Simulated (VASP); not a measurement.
# Cu5Mo (P6/mmm) in VASP: a series of runs, part 2 of 2

VASP 6.6.1.

### Step 4. Single point, PBE

This run uses another cell than the first one, of 25.51 Å³/atom.

INCAR reads:

```
PREC = Accurate
ENCUT = 600
EDIFF = 1E-6
ISMEAR = 0
SIGMA = 0.2
LREAL = F
LASPH = T
NELM = 120
ALGO = Normal
ISIF = 2
LWAVE = F
LCHARG = F
GGA = PE
NBANDS = 44
GGA_COMPAT = F
```

KPOINTS reads:

```
regular mesh
0
Gamma
  5 5 3
```

POSCAR reads:

```
Cu5Mo
1.0
    4.9736642387      0.0000000035      0.0000000000
   -2.4868321224      4.3073195789      0.0000000000
    0.0000000000      0.0000000000      7.1459644564
Cu Mo
5 1
Direct
    0.0000000000      0.0000000000      0.3344482471
    0.0000000000      0.0000000000      0.6655517529
    0.5000000000      0.0000000000      0.0000000000
    0.0000000000      0.5000000000      0.0000000000
    0.5000000000      0.5000000000      0.0000000000
    0.0000000000      0.0000000000      0.0000000000
```

Potentials or basis: VASP PAW PBE potentials, release 64 (Cu, Mo_sv).

The run is started by

```bash
> cat potpaw_PBE.64/Cu/POTCAR potpaw_PBE.64/Mo_sv/POTCAR > POTCAR
> mpirun -np 1 vasp_std > vasp.out
```

OUTCAR:

```text
PREC = Accurate
   ENCUT = 600
   EDIFF = 1E-6
   ISMEAR = 0
   LREAL = F
   LASPH = T
   NELM = 120
   ISIF = 2
   GGA = PE

 ion  position               nearest neighbor table
   1  0.000  0.000  0.334-   2 2.37   6 2.39
   2  0.000  0.000  0.666-   1 2.37   6 2.39
   3  0.500  0.000  0.000-   6 2.49   6 2.49   4 2.49   4 2.49   5 2.49   5 2.49
   4  0.000  0.500  0.000-   5 2.49   5 2.49   3 2.49   3 2.49   6 2.49   6 2.49
   5  0.500  0.500  0.000-   4 2.49   4 2.49   6 2.49   6 2.49   3 2.49   3 2.49
   6  0.000  0.000  0.000-   1 2.39   2 2.39   3 2.49   3 2.49   5 2.49   5 2.49   4 2.49   4 2.49

  LATTYP: Found a hexagonal cell.
 ALAT       =     4.9736642387
 C/A-ratio  =     1.4367605277

  Lattice vectors:

 A1 = (   4.9736642387,   0.0000000035,   0.0000000000)
 A2 = (  -2.4868321224,   4.3073195789,   0.0000000000)
 A3 = (   0.0000000000,   0.0000000000,   7.1459644564)

Analysis of symmetry for initial positions (statically):
=====================================================================
 Subroutine PRICEL returns:
 Original cell was already a primitive cell.

[... 166 lines left out ...]
 cond. band min:       1.6859784078   @ k =   0.4000   0.2000   0.3333
 fundamental gap:      0.0386196767
 Fermi energy:         1.6817531795

 k-point     1 :       0.0000    0.0000    0.0000
  band No.  band energies     occupation
      1     -59.0850      2.00000
      2     -33.2398      2.00000
      3     -33.2398      2.00000
      4     -33.2072      2.00000
      5      -4.8262      2.00000
      6      -3.2409      2.00000
[... 459 lines left out ...]
     43       7.2752      0.00000
     44       8.1261      0.00000

------------------------ aborting loop because EDIFF is reached ----------------------------------------

  FORCE on cell =-STRESS in cart. coord.  units (eV):
  Direction    XX          YY          ZZ          XY          YZ          ZX
  --------------------------------------------------------------------------------------
  -------------------------------------------------------------------------------------
  Total        0.1070340      0.1070340      0.4489370     -0.0000000     -0.0000000      0.0000000
  in kB        1.1201801      1.1201801      4.6984173     -0.0000000     -0.0000000      0.0000000
  external PRESSURE =       2.3129258 kB  Pullay stress =       0.0000000 kB

 VOLUME and BASIS-vectors are now :
 -----------------------------------------------------------------------------
  energy-cutoff  :      600.00
  volume of cell :      153.09
      direct lattice vectors                 reciprocal lattice vectors
     4.973664239  0.000000003  0.000000000     0.201059008  0.116081473  0.000000000
    -2.486832122  4.307319579  0.000000000    -0.000000000  0.232162945  0.000000000
     0.000000000  0.000000000  7.145964456     0.000000000  0.000000000  0.139939123

 POSITION                                       TOTAL-FORCE (eV/Angst)
 -----------------------------------------------------------------------------------
      0.00000      0.00000      2.38996         0.000000     -0.000000      0.029065
      0.00000      0.00000      4.75601        -0.000000      0.000000     -0.029065
      2.48683      0.00000      0.00000        -0.000000     -0.000000      0.000000
     -1.24342      2.15366      0.00000        -0.000000     -0.000000      0.000000
      1.24342      2.15366      0.00000        -0.000000     -0.000000      0.000000
      0.00000      0.00000      0.00000        -0.000000     -0.000000      0.000000
 -----------------------------------------------------------------------------------
    total drift:                               -0.000000      0.000000     -0.000000

  FREE ENERGIE OF THE ION-ELECTRON SYSTEM (eV)
  ---------------------------------------------------
  free  energy   TOTEN  =       -21.7242446741 eV

  energy  without entropy=      -21.6199527201  energy(sigma->0) =      -21.67209870
```

OSZICAR:

```text
N       E                     dE             d eps       ncg     rms          rms(c)
DAV:   1     0.764523943936E+03    0.76452E+03   -0.32046E+04   880   0.226E+03
DAV:   2     0.684294543766E+02   -0.69609E+03   -0.67433E+03   928   0.468E+02
DAV:   3    -0.194984134702E+02   -0.87928E+02   -0.81476E+02  1072   0.212E+02
DAV:   4    -0.265364573101E+02   -0.70380E+01   -0.67496E+01  1336   0.640E+01
DAV:   5    -0.266526774992E+02   -0.11622E+00   -0.11597E+00  1296   0.958E+00    0.221E+01
DAV:   6    -0.297999498395E+02   -0.31473E+01   -0.85816E+01  1068   0.171E+02    0.182E+01
DAV:   7    -0.218393947310E+02    0.79606E+01   -0.28611E+01  1132   0.753E+01    0.351E+00
DAV:   8    -0.217536339641E+02    0.85761E-01   -0.22650E+00  1308   0.135E+01    0.195E+00
DAV:   9    -0.217387967572E+02    0.14837E-01   -0.67414E-02  1380   0.453E+00    0.115E+00
DAV:  10    -0.217267192361E+02    0.12078E-01   -0.37457E-02  1100   0.605E+00    0.622E-01
DAV:  11    -0.217295591648E+02   -0.28399E-02   -0.52114E-02  1172   0.470E+00    0.577E-01
DAV:  12    -0.217247575574E+02    0.48016E-02   -0.97504E-03  1200   0.192E+00    0.227E-01
DAV:  13    -0.217241024142E+02    0.65514E-03   -0.35387E-03  1236   0.922E-01    0.428E-02
DAV:  14    -0.217242428755E+02   -0.14046E-03   -0.43957E-04  1192   0.183E-01    0.419E-02
DAV:  15    -0.217242422518E+02    0.62367E-06   -0.60711E-05  1064   0.118E-01    0.125E-02
DAV:  16    -0.217242442227E+02   -0.19708E-05   -0.10857E-05  1244   0.377E-02    0.576E-03
DAV:  17    -0.217242446741E+02   -0.45148E-06   -0.95114E-07   652   0.128E-02
   1 F= -.21724245E+02 E0= -.21672099E+02  d E =-.104292E+00
```

Run time: 71 s. Hardware: 1 thread of AMD EPYC 9R45 (Zen 5), shared host; peak memory 0.28 GiB.

What came out:

* Free energy: -21.7242 eV
* Pressure: 0.2 GPa
* Largest force: 0.029 eV/Å
* Band gap on the k mesh: zero (an odd number of electrons rules out a gap without spin polarisation)

Forces in eV/Å, atoms in the order of the input:
```
Cu   0.000  0.000  0.029
Cu   0.000  0.000 -0.029
Cu   0.000  0.000  0.000
Cu   0.000  0.000  0.000
Cu   0.000  0.000  0.000
Mo   0.000  0.000  0.000
```

Stress tensor (GPa, compression positive):
```
0.11 0.00 0.00
0.00 0.11 0.00
0.00 0.00 0.47
```

### Step 5. Single point, PBE

This run uses another cell than the first one, of 25.57 Å³/atom.

INCAR reads:

```
  ALGO = Normal
  EDIFF = 1E-6
  ENCUT = 600
  GGA = PE
  GGA_COMPAT = False
  ISIF = 2
  ISMEAR = 0
  LASPH = True
  LCHARG = True
  LELF = True
  LREAL = False
  LVHAR = True
  LWAVE = False
  NBANDS = 44
  NELM = 120
  PREC = Accurate
  SIGMA = 0.2
```

KPOINTS reads:

```
k-points
0
Gamma
  5 5 3
```

POSCAR reads:

```
Cu5Mo
1.0
    4.9774517540      0.0000000000      0.0000000000
   -2.4887258770      4.3105996651      0.0000000000
    0.0000000000      0.0000000000      7.1514278070
Cu Mo
5 1
Direct
    0.5000000000      0.0000000000      0.5000000000
    0.0000000000      0.5000000000      0.5000000000
    0.5000000000      0.5000000000      0.5000000000
    0.0000000000      0.0000000000      0.8346278373
    0.0000000000      0.0000000000      0.1653721627
    0.0000000000      0.0000000000      0.5000000000
```

Potentials or basis: VASP PAW PBE potentials, release 64 (Cu, Mo_sv).

The run is started by

```bash
> cat potpaw_PBE.64/Cu/POTCAR potpaw_PBE.64/Mo_sv/POTCAR > POTCAR
> mpirun -np 1 vasp_std > vasp.out
```

OUTCAR:

```text
EDIFF = 1E-6
   ENCUT = 600
   GGA = PE
   ISIF = 2
   ISMEAR = 0
   LASPH = True
   LREAL = False
   NELM = 120
   PREC = Accurate

 ion  position               nearest neighbor table
   1  0.500  0.000  0.500-   6 2.49   6 2.49   2 2.49   3 2.49   3 2.49   2 2.49
   2  0.000  0.500  0.500-   3 2.49   3 2.49   6 2.49   6 2.49   1 2.49   1 2.49
   3  0.500  0.500  0.500-   2 2.49   2 2.49   6 2.49   1 2.49   1 2.49   6 2.49
   4  0.000  0.000  0.835-   5 2.37   6 2.39
   5  0.000  0.000  0.165-   4 2.37   6 2.39
   6  0.000  0.000  0.500-   4 2.39   5 2.39   1 2.49   1 2.49   3 2.49   2 2.49   2 2.49   3 2.49

  LATTYP: Found a hexagonal cell.
 ALAT       =     4.9774517540
 C/A-ratio  =     1.4367648669

  Lattice vectors:

 A1 = (   4.9774517540,   0.0000000000,   0.0000000000)
 A2 = (  -2.4887258770,   4.3105996651,   0.0000000000)
 A3 = (   0.0000000000,   0.0000000000,   7.1514278070)

Analysis of symmetry for initial positions (statically):
=====================================================================
[... 167 lines left out ...]

 val. band max:        1.6317446112   @ k =   0.4000   0.2000   0.0000
 cond. band min:       1.6701899817   @ k =   0.4000   0.2000   0.3333
 fundamental gap:      0.0384453705
 Fermi energy:         1.6663347235

 k-point     1 :       0.0000    0.0000    0.0000
  band No.  band energies     occupation
      1     -59.1017      2.00000
      2     -33.2554      2.00000
      3     -33.2554      2.00000
      4     -33.2224      2.00000
      5      -4.8306      2.00000
      6      -3.2435      2.00000
[... 459 lines left out ...]
     43       7.2512      0.00000
     44       8.1025      0.00000

------------------------ aborting loop because EDIFF is reached ----------------------------------------

  FORCE on cell =-STRESS in cart. coord.  units (eV):
  Direction    XX          YY          ZZ          XY          YZ          ZX
  --------------------------------------------------------------------------------------
  -------------------------------------------------------------------------------------
  Total       -0.0419495     -0.0419495      0.3198760      0.0000000      0.0000000      0.0000000
  in kB       -0.4380263     -0.4380263      3.3400633      0.0000000      0.0000000      0.0000000
  external PRESSURE =       0.8213369 kB  Pullay stress =       0.0000000 kB

 VOLUME and BASIS-vectors are now :
 -----------------------------------------------------------------------------
  energy-cutoff  :      600.00
  volume of cell :      153.44
      direct lattice vectors                 reciprocal lattice vectors
     4.977451754  0.000000000  0.000000000     0.200906016  0.115993142  0.000000000
    -2.488725877  4.310599665  0.000000000     0.000000000  0.231986284  0.000000000
     0.000000000  0.000000000  7.151427807     0.000000000  0.000000000  0.139832216

 POSITION                                       TOTAL-FORCE (eV/Angst)
 -----------------------------------------------------------------------------------
      2.48873      0.00000      3.57571         0.000000     -0.000000      0.000000
     -1.24436      2.15530      3.57571         0.000000     -0.000000      0.000000
      1.24436      2.15530      3.57571         0.000000     -0.000000      0.000000
      0.00000      0.00000      5.96878        -0.000000      0.000000      0.004641
      0.00000      0.00000      1.18265         0.000000      0.000000     -0.004641
      0.00000      0.00000      3.57571         0.000000     -0.000000      0.000000
 -----------------------------------------------------------------------------------
    total drift:                               -0.000000      0.000000     -0.000000

  FREE ENERGIE OF THE ION-ELECTRON SYSTEM (eV)
  ---------------------------------------------------
  free  energy   TOTEN  =       -21.7247122192 eV

  energy  without entropy=      -21.6201102077  energy(sigma->0) =      -21.67241121
```

OSZICAR:

```text
N       E                     dE             d eps       ncg     rms          rms(c)
DAV:   1     0.784249008665E+03    0.78425E+03   -0.33296E+04   904   0.229E+03
DAV:   2     0.691661383504E+02   -0.71508E+03   -0.69340E+03   936   0.477E+02
DAV:   3    -0.193829858902E+02   -0.88549E+02   -0.82334E+02  1072   0.215E+02
DAV:   4    -0.264995755853E+02   -0.71166E+01   -0.67377E+01  1352   0.633E+01
DAV:   5    -0.266425037398E+02   -0.14293E+00   -0.14236E+00  1284   0.986E+00    0.221E+01
DAV:   6    -0.297941883776E+02   -0.31517E+01   -0.85614E+01  1068   0.171E+02    0.182E+01
DAV:   7    -0.218406230282E+02    0.79536E+01   -0.28593E+01  1128   0.753E+01    0.349E+00
DAV:   8    -0.217539080064E+02    0.86715E-01   -0.22618E+00  1308   0.136E+01    0.194E+00
DAV:   9    -0.217404124358E+02    0.13496E-01   -0.72400E-02  1368   0.552E+00    0.118E+00
DAV:  10    -0.217286400955E+02    0.11772E-01   -0.34648E-02  1092   0.636E+00    0.714E-01
DAV:  11    -0.217300352508E+02   -0.13952E-02   -0.60540E-02  1108   0.493E+00    0.580E-01
DAV:  12    -0.217252509477E+02    0.47843E-02   -0.10515E-02  1176   0.193E+00    0.229E-01
DAV:  13    -0.217245634873E+02    0.68746E-03   -0.30148E-03  1268   0.875E-01    0.512E-02
DAV:  14    -0.217247115761E+02   -0.14809E-03   -0.54839E-04  1240   0.222E-01    0.426E-02
DAV:  15    -0.217247103996E+02    0.11764E-05   -0.60398E-05  1088   0.115E-01    0.137E-02
DAV:  16    -0.217247115730E+02   -0.11733E-05   -0.13079E-05  1256   0.375E-02    0.640E-03
DAV:  17    -0.217247122192E+02   -0.64622E-06   -0.98230E-07   648   0.106E-02
   1 F= -.21724712E+02 E0= -.21672411E+02  d E =-.104602E+00
```

It took 72 s on 1 thread of AMD EPYC 9R45 (Zen 5), shared host; peak memory 0.28 GiB.

Results:

| Quantity | Value |
| --- | --- |
| Free energy | -21.7247 eV |
| Pressure | 0.1 GPa |
| Largest force | 0.005 eV/Å |
| Band gap on the k mesh | zero (an odd number of electrons rules out a gap without spin polarisation) |

Forces on the atoms (eV/Å):
```
Cu   0.000  0.000  0.000
Cu   0.000  0.000  0.000
Cu   0.000  0.000  0.000
Cu   0.000  0.000  0.005
Cu   0.000  0.000 -0.005
Mo   0.000  0.000  0.000
```

Stress tensor (GPa, compression positive):
```
-0.04  0.00  0.00
 0.00 -0.04  0.00
 0.00  0.00  0.33
```

Levels at points of the mesh, in eV from the Fermi level:
```csv
k point,band 32,band 33,band 34,band 35,band 36,band 37
"(0.00, 0.00, 0.00)",-1.11,0.41,0.53,0.53,0.81,0.81
```

### Step 6. The runs side by side

```csv
cell,gap on the mesh (eV),pressure (GPa)
"a = 3.992, b = 3.992, c = 9.450 Å, angles 90.0, 90.0, 120.0°, 6 atoms, atomic positions A",none,0.1
"a = 4.663, b = 4.663, c = 7.007 Å, angles 90.0, 90.0, 120.0°, 6 atoms, atomic positions B",none,-0.1
"a = 4.974, b = 4.974, c = 7.146 Å, angles 90.0, 90.0, 120.0°, 6 atoms, atomic positions C",none,0.2
"a = 4.977, b = 4.977, c = 7.151 Å, angles 90.0, 90.0, 120.0°, 6 atoms, atomic positions C",none,0.1
```

Alike in all rows: task single point; level PBE; potentials or basis VASP PAW PBE potentials, release 64 (Cu, Mo_sv); no spin polarisation; k mesh 5 × 5 × 3; cutoff (eV) 600; smearing gaussian 0.2 eV.

Caveats: some runs use coarse meshes.

Total energies depend on the potentials used, so only differences within one code and one set of settings carry meaning.
